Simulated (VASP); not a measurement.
# MnHg3 (Pm-3m) in VASP: relaxation of cell and atoms with PBE

Aim: the relaxation of cell and atoms of MnHg3 with PBE.

Program: VASP 6.6.1. These are calculated values, not measurements. Logs are shortened: lines on timing, memory, paths and dates and some standing lists are left out, and cuts for length are marked.

### 1 The cell of the first run

Symmetry: Pm-3m, No. 221, cubic system. Conventional cell: a = 4.418 Å, b = 4.418 Å, c = 4.418 Å, α = 90.00°, β = 90.00°, γ = 90.00°. Mn (site symmetry m-3m) has 12 Hg at 3.12 Å within 4.1 Å. Within 4.1 Å of Hg (site symmetry 4/mmm) lie 4 Mn at 3.12 Å and 8 Hg at 3.12 Å.

### 2 Relaxation of cell and atoms, PBE

File INCAR:

```
PREC = Accurate
ENCUT = 600
EDIFF = 1E-7
ISMEAR = 0
SIGMA = 0.1
LREAL = False
LASPH = True
NELM = 80
ALGO = Fast
ISIF = 3
LWAVE = False
LCHARG = False
GGA = PE
IBRION = 2
NSW = 80
EDIFFG = -0.01
```

File KPOINTS:

```
Automatic mesh
0
Gamma
  10 10 10
```

File POSCAR:

```
MnHg3
1.0
    4.4178500000      0.0000000000      0.0000000000
    0.0000000000      4.4178500000      0.0000000000
    0.0000000000      0.0000000000      4.4178500000
Mn Hg
1 3
Direct
    0.0000000000      0.0000000000      0.0000000000
    0.5000000000      0.0000000000      0.5000000000
    0.0000000000      0.5000000000      0.5000000000
    0.5000000000      0.5000000000      0.0000000000
```

Potentials or basis: VASP PAW PBE potentials, release 64 (Mn_pv, Hg).

Command:

```console
> cat potpaw_PBE.64/Mn_pv/POTCAR potpaw_PBE.64/Hg/POTCAR > POTCAR
> mpirun -np 1 vasp_std > vasp.out
```

OUTCAR:

```text
PREC = Accurate
   ENCUT = 600
   EDIFF = 1E-7
   ISMEAR = 0
   LREAL = False
   LASPH = True
   NELM = 80
   ISIF = 3
   GGA = PE
   IBRION = 2
   NSW = 80
   EDIFFG = -0.01

 ion  position               nearest neighbor table
   1  0.000  0.000  0.000-   2 3.12   3 3.12   4 3.12   2 3.12   3 3.12   3 3.12   4 3.12   3 3.12
                             2 3.12   4 3.12   2 3.12   4 3.12
   2  0.500  0.000  0.500-   1 3.12   3 3.12   4 3.12   1 3.12   4 3.12   3 3.12   4 3.12   4 3.12
                             1 3.12   3 3.12   1 3.12   3 3.12
   3  0.000  0.500  0.500-   1 3.12   2 3.12   4 3.12   1 3.12   4 3.12   1 3.12   2 3.12   1 3.12
                             2 3.12   4 3.12   4 3.12   2 3.12
   4  0.500  0.500  0.000-   1 3.12   2 3.12   3 3.12   2 3.12   3 3.12   1 3.12   2 3.12   2 3.12
                             1 3.12   3 3.12   3 3.12   1 3.12

  LATTYP: Found a simple cubic cell.
 ALAT       =     4.4178500000

  Lattice vectors:

 A1 = (   4.4178500000,   0.0000000000,   0.0000000000)
 A2 = (   0.0000000000,   4.4178500000,   0.0000000000)
 A3 = (   0.0000000000,   0.0000000000,   4.4178500000)

Analysis of symmetry for initial positions (statically):
=====================================================================
 Subroutine PRICEL returns:
 Original cell was already a primitive cell.

 Routine SETGRP: Setting up the symmetry group for a
 simple cubic supercell.

 Subroutine GETGRP returns: Found 48 space group operations
 (whereof 48 operations were pure point group operations)
 out of a pool of 48 trial point group operations.

The static configuration has the point symmetry O_h .

Analysis of symmetry for dynamics (positions and initial velocities):
=====================================================================
 Subroutine PRICEL returns:
 Original cell was already a primitive cell.

 Routine SETGRP: Setting up the symmetry group for a
 simple cubic supercell.

 Subroutine GETGRP returns: Found 48 space group operations
 (whereof 48 operations were pure point group operations)
 out of a pool of 48 trial point group operations.

The dynamic configuration has the point symmetry O_h .

 Subroutine INISYM returns: Found 48 space group operations
 (whereof 48 operations are pure point group operations),
 and found     1 'primitive' translations

----------------------------------------------------------------------------------------

                                     Primitive cell

  volume of cell :      86.2249

  direct lattice vectors                    reciprocal lattice vectors
     4.417850000  0.000000000  0.000000000     0.226354448  0.000000000  0.000000000
     0.000000000  4.417850000  0.000000000     0.000000000  0.226354448  0.000000000
     0.000000000  0.000000000  4.417850000     0.000000000  0.000000000  0.226354448

  length of vectors
     4.417850000  4.417850000  4.417850000     0.226354448  0.226354448  0.226354448

  position of ions in fractional coordinates (direct lattice)
     0.000000000  0.000000000  0.000000000
     0.500000000  0.000000000  0.500000000
     0.000000000  0.500000000  0.500000000
     0.500000000  0.500000000  0.000000000

  ion indices of the primitive-cell ions
   primitive index   ion index
                 1           1
                 2           2
                 3           3
                 4           4

----------------------------------------------------------------------------------------

 KPOINTS: Automatic mesh

Automatic generation of k-mesh.
 Grid dimensions read from file:
 generate k-points for:   10   10   10

 Generating k-lattice:

  Cartesian coordinates                     Fractional coordinates (reciprocal lattice)
     0.022635445  0.000000000  0.000000000     0.100000000  0.000000000  0.000000000
     0.000000000  0.022635445  0.000000000     0.000000000  0.100000000  0.000000000
     0.000000000  0.000000000  0.022635445     0.000000000  0.000000000  0.100000000

  Length of vectors
     0.022635445  0.022635445  0.022635445

  Shift w.r.t. Gamma in fractional coordinates (k-lattice)
     0.000000000  0.000000000  0.000000000

 Subroutine IBZKPT returns following result:
 ===========================================

 Found     56 irreducible k-points:

 Following reciprocal coordinates:
            Coordinates               Weight
  0.000000  0.000000  0.000000      1.000000
  0.100000  0.000000  0.000000      6.000000
  0.200000  0.000000  0.000000      6.000000
  0.300000  0.000000  0.000000      6.000000
  0.400000  0.000000  0.000000      6.000000
  0.500000  0.000000  0.000000      3.000000
[... 16 lines left out ...]
  0.200000  0.100000  0.100000     24.000000
  0.300000  0.100000  0.100000     24.000000
 [... further k-points ...]
   k-points           NKPTS =     56   k-points in BZ     NKDIM =     56   number of bands    NBANDS=     29
   number of dos      NEDOS =    301   number of ions     NIONS =      4
   total plane-waves  NPLWV =  46656
   dimension x,y,z NGX =    36 NGY =   36 NGZ =   36
   dimension x,y,z NGXF=    72 NGYF=   72 NGZF=   72
   ions per type =               1   3
   NGX,Y,Z   is equivalent  to a cutoff of  13.55, 13.55, 13.55 a.u.
   NGXF,Y,Z  is equivalent  to a cutoff of  27.09, 27.09, 27.09 a.u.
 SYSTEM =  unknown system
   PREC   = accura    normal or accurate (medium, high low for compatibility)
   ISTART =      0    job   : 0-new  1-cont  2-samecut
   ICHARG =      2    charge: 1-file 2-atom 10-const
   ISPIN  =      1    spin polarized calculation?
   LNONCOLLINEAR =      F non collinear calculations
   LSORBIT =      F    spin-orbit coupling
   LASPH  =      T    aspherical Exc in radial PAW
   ENCUT  =  600.0 eV  44.10 Ry    6.64 a.u.   8.82  8.82  8.82*2*pi/ulx,y,z
   NELM   =     80;   NELMIN=  2; NELMDL= -5     # of ELM steps
   EDIFF  = 0.1E-06   stopping-criterion for ELM
   LREAL  =      F    real-space projection
   EDIFFG = -.1E-01   stopping-criterion for IOM
   NSW    =     80    number of steps for IOM
   IBRION =      2    ionic relax: 0-MD 1-quasi-New 2-CG
   NFREE  =      1    steps in history (QN), initial steepest desc. (CG)
   ISIF   =      3    stress and relaxation
   ISYM   =      2    0-nonsym 1-usesym 2-fastsym
   POTIM  = 0.5000    time-step for ionic-motion
   TEBEG  =    0.0;   TEEND  =   0.0 temperature during run
   PSTRESS=    0.0 pullay stress
   NELECT =      49.0000    total number of electrons
   NUPDOWN=      -1.0000    fix difference up-down
   EMIN   =  10.00;   EMAX   =-10.00  energy-range for DOS
   EFERMI =   0.00;   METHOD = LEGACY
   ISMEAR =     0;   SIGMA  =   0.10  broadening in eV -4-tet -1-fermi 0-gaus
   EFERMI_NEDOS =   21; number of points for ismear=-14 and -15
   IALGO  =     68    algorithm
   IMIX   =      4    mixing-type and parameters
     AMIX     =   0.40;   BMIX     =  1.00
     AMIX_MAG =   1.60;   BMIX_MAG =  1.00
  volume/ion in A,a.u.               =      21.56       145.47
  Fermi-wavevector in a.u.,A,eV,Ry     =   1.356009  2.562485 25.017853  1.838760
  Thomas-Fermi vector in A             =   2.483048
   LORBIT       =      0    0 simple, 1 ext, 2 COOP (PROOUT), +10 PAW based schemes
   GGA     = PE    functional components
   LHFCALC =     F    Hartree Fock is set to
   AEXX    =    0.0000 exact exchange contribution
   IVDW    =     0    specifies the selected vdW correction
   LEPSILON=     F    determine dielectric tensor
   LRPA    =     F    only Hartree local field effects (RPA)
 conjugate gradient relaxation of ions
 non-spin polarized calculation
 RMM-DIIS sequential band-by-band and
 Gauss-broadening in eV      SIGMA  =   0.10
  energy-cutoff  :      600.00
  volume of cell :       86.22
 maximum number of plane-waves:      2912
 NGX is ok and might be reduce to    36
   NGX = 17   NGY = 17   NGZ = 17

--------------------------------------- Ionic step        1  -------------------------------------------

 number of electron      48.9999986 magnetization

 Free energy of the ion-electron system (eV)
  ---------------------------------------------------
  ext. energy  EPLUGINS =         0.00000000
  ---------------------------------------------------
  free energy    TOTEN  =        -6.53459454 eV

  energy without entropy =       -6.48607950  energy(sigma->0) =       -6.51033702

------------------------ aborting loop because EDIFF is reached ----------------------------------------

  FORCE on cell =-STRESS in cart. coord.  units (eV):
  Direction    XX          YY          ZZ          XY          YZ          ZX
  --------------------------------------------------------------------------------------
  -------------------------------------------------------------------------------------
  Total       -4.0232190     -4.0232190     -4.0232190     -0.0000000     -0.0000000      0.0000000
  in kB      -74.7569133    -74.7569133    -74.7569133     -0.0000000     -0.0000000      0.0000000
  external PRESSURE =     -74.7569133 kB  Pullay stress =       0.0000000 kB
[... 99 lines left out ...]
  energy  without entropy=       -6.7529759013  energy(sigma->0) =       -6.77415209

--------------------------------------- Ionic step        4  -------------------------------------------

 number of electron      49.0000013 magnetization

 Free energy of the ion-electron system (eV)
  ---------------------------------------------------
  ext. energy  EPLUGINS =         0.00000000
  ---------------------------------------------------
  free energy    TOTEN  =        -6.79536980 eV

  energy without entropy =       -6.75316292  energy(sigma->0) =       -6.77426636

 E-fermi :   4.6196     XC(G=0): -11.7670

 val. band max:        4.6174478842   @ k =   0.4000   0.1000   0.0000
 cond. band min:       4.6214086530   @ k =   0.3000   0.1000   0.1000
 fundamental gap:      0.0039607688
 Fermi energy:         4.6195516505

 k-point     1 :       0.0000    0.0000    0.0000
  band No.  band energies     occupation
      1     -42.8862      2.00000
      2     -42.8862      2.00000
      3     -42.8862      2.00000
      4      -5.5303      2.00000
      5      -4.2697      2.00000
      6      -4.0449      2.00000
[... 757 lines left out ...]
     28       7.6715      0.00000
     29       8.7985      0.00000

 [... further k-points ...]
[... 5 lines left out ...]
  --------------------------------------------------------------------------------------
  -------------------------------------------------------------------------------------
  Total        0.0374049      0.0374049      0.0374049     -0.0000000     -0.0000000      0.0000000
  in kB        0.7835858      0.7835858      0.7835858     -0.0000000     -0.0000000      0.0000000
  external PRESSURE =       0.7835858 kB  Pullay stress =       0.0000000 kB
[... 19 lines left out ...]
  FREE ENERGIE OF THE ION-ELECTRON SYSTEM (eV)
  ---------------------------------------------------
  free  energy   TOTEN  =        -6.7953698022 eV

  energy  without entropy=       -6.7531629197  energy(sigma->0) =       -6.77426636

 reached required accuracy - stopping structural energy minimisation
```

Wall time 4.9 min (1 thread of Intel Xeon Platinum 8488C (Sapphire Rapids), shared host); peak memory 0.32 GiB.

What came out:

```yaml
Free_energy: -6.7954 eV
Relaxed_volume: 19.12 Å³/atom
Relaxed_cell: a = 4.245 Å, b = 4.245 Å, c = 4.245 Å, α = 90.00°, β = 90.00°, γ = 90.00°
Space_group_after_relaxing_to_0.1_Å: Pm-3m (No. 221)
Energy_gained_by_relaxing: 65.2 meV/atom
Ionic_steps: 4
Pressure_after_relaxing: 0.1 GPa
Band_gap_on_the_k_mesh: zero (an odd number of electrons rules out a gap without spin polarisation)
```

Step by step:
| step | energy change (eV) | largest force (eV/Å) | pressure (GPa) | volume (Å³) |
| --- | --- | --- | --- | --- |
| 1 | 0.0000 | 0.0000 | -7.48 | 86.22 |
| 2 | -0.2302 | 0.0000 | 3.00 | 74.27 |
| 3 | -0.2607 | 0.0000 | -0.14 | 76.66 |
| 4 | -0.2608 | 0.0000 | 0.08 | 76.48 |

Final structure:
```
Mn Hg
1.0
     4.24474    0.00000    0.00000
     0.00000    4.24474    0.00000
     0.00000    0.00000    4.24474
Mn Hg
1 3
Direct
  0.00000 0.00000 0.00000
  0.50000 0.00000 0.50000
  0.00000 0.50000 0.50000
  0.50000 0.50000 0.00000
```

Levels at points of the mesh, in eV from the Fermi level:
| k point | band 21 | band 22 | band 23 | band 24 | band 25 | band 26 | band 27 | band 28 | band 29 |
| --- | --- | --- | --- | --- | --- | --- | --- | --- | --- |
| (0.00, 0.00, 0.00) | -0.82 | -0.23 | -0.23 | -0.23 | 0.10 | 0.10 | 0.10 | 2.36 | 2.36 |
| (0.50, 0.00, 0.00) | -0.81 | -0.81 | -0.61 | -0.16 | 0.07 | 1.40 | 3.77 | 3.77 | 4.02 |
| (0.50, 0.50, 0.00) | -3.63 | -2.95 | -0.55 | -0.55 | -0.12 | 0.37 | 0.53 | 5.34 | 5.94 |
| (0.50, 0.50, 0.50) | -2.23 | -2.23 | -1.76 | -1.76 | -1.76 | 0.07 | 0.07 | 1.14 | 1.14 |

Caveat: spin-orbit coupling is left out, which moves the levels of the heavy elements; the run has no spin polarisation, though such a crystal can be magnetic.
